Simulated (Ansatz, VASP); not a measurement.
**Two plane-wave programs on HfC**

```
Hf C
1.0
     0.00000    2.45443    2.08626
     2.45443    0.00000    2.08626
     2.45443    2.45443    0.00000
Hf C
1 1
Cartesian
  2.4544 2.4544 2.0863
  0.0000 0.0000 0.0000
```

Alike in both runs: task single point; functional PBE; k mesh 20 × 20 × 20; occupations gaussian, width 0.15 eV; no spin polarisation.

```csv
,VASP,Ansatz
version,VASP 6.6.1,Ansatz 0.2.0
potentials or method,"VASP PAW PBE potentials, release 64 (Hf_pv, C), cutoff 520 eV","scalar-relativistic, plane waves, PAW"
valence electrons in the cell,14,30
```

|  | VASP | Ansatz | Ansatz less VASP |
| --- | --- | --- | --- |
| gap on the k mesh at the Fermi level (eV) | none | none | - |
| pressure (GPa) | 12.2 | 12.4 | +0.15 |
| traceless stress, the component that is largest in VASP (GPa) | 57.81 | 56.84 | -0.975 |

A gap of «none» marks a metal or a gap that the smearing closes. The functional is the same, so the differences come from potentials, cutoffs and numerics. VASP's potentials hold 14 valence electrons a cell and Ansatz's 30, so a difference there can come from the potentials and not from the codes.

Spin-orbit coupling is off throughout.
